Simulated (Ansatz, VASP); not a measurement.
# Cd4Se3: VASP beside Ansatz

File INCAR:

```
SYSTEM = Cd4Se3
PREC = Accurate ; ENCUT = 520
EDIFF = 1E-7 ; ISMEAR = 0
SIGMA = 0.2 ; LREAL = .False.
LASPH = .True. ; NELM = 100
ALGO = Normal ; ISIF = 2
LWAVE = .False. ; LCHARG = .False.
GGA = PE ; NBANDS = 42
```

KPOINTS

```
Automatic mesh
0
Gamma
  6 6 2
  0 0 0
```

POSCAR

```
Cd4Se3
1.0
    4.0792247146      0.0000000000      0.0000000000
   -2.0396123573      3.5327122306      0.0000000000
    0.0000000000      0.0000000000     12.4917213493
Cd Se
4 3
Direct
    0.0000000000      0.0000000000      0.3913866237
    1.0000000000      0.0000000000      0.6086133763
    0.6666666667      0.3333333333      0.8688482559
    0.3333333333      0.6666666667      0.1311517441
    0.6666666667      0.3333333333      0.2648293703
    0.3333333333      0.6666666667      0.7351706297
    0.0000000000      0.0000000000      0.0000000000
```

Input for Ansatz:

```yaml
crystal:
  lattice:
    - [4.0792247146, 0.0, 0.0]
    - [-2.0396123573, 3.5327122306, 0.0]
    - [0.0, 0.0, 12.4917213493]
  atoms:
    - { symbol: Cd, position: [0.0, 0.0, 0.3913866237] }
    - { symbol: Cd, position: [1.0, 0.0, 0.6086133763] }
    - { symbol: Cd, position: [0.6666666667, 0.3333333333, 0.8688482559] }
    - { symbol: Cd, position: [0.3333333333, 0.6666666667, 0.1311517441] }
    - { symbol: Se, position: [0.6666666667, 0.3333333333, 0.2648293703] }
    - { symbol: Se, position: [0.3333333333, 0.6666666667, 0.7351706297] }
    - { symbol: Se, position: [0.0, 0.0, 0.0] }
basis:
  ecutwfc: 420
kpoints:
  mp_grid: { grid: [6, 6, 2] }
hamiltonian:
  xc: pbe
scf:
  occupations: { method: gaussian, width: 0.2 }
  lower_state_search: "off"
output:
  forces: true
  stress: true
  eigenvalues: true
```

Alike in both runs: task single point; functional PBE; k mesh 6 × 6 × 2; occupations gaussian, width 0.2 eV; no spin polarisation.

|  | VASP | Ansatz |
| --- | --- | --- |
| version | VASP 6.6.1 | Ansatz 0.2.0 |
| potentials or method | VASP PAW PBE potentials, release 64 (Cd, Se), cutoff 520 eV | scalar-relativistic, plane waves, PAW |
| valence electrons in the cell | 66 | 128 |

|  | VASP | Ansatz | Ansatz less VASP |
| --- | --- | --- | --- |
| gap on the k mesh at the Fermi level (eV) | none | none | - |
| pressure (GPa) | 0.3 | 0.1 | -0.29 |
| traceless stress, the component that is largest in VASP (GPa) | -0.05 | -0.08 | -0.035 |
| rms of the force components (eV/Å) | 0.027 | 0.025 | -0.0014 |

Atom by atom the forces differ by 0.002 eV/Å (rms over components). A gap of «none» marks a metal or a gap that the smearing closes. VASP's potentials hold 66 valence electrons a cell and Ansatz's 128, so a difference there can come from the potentials and not from the codes.
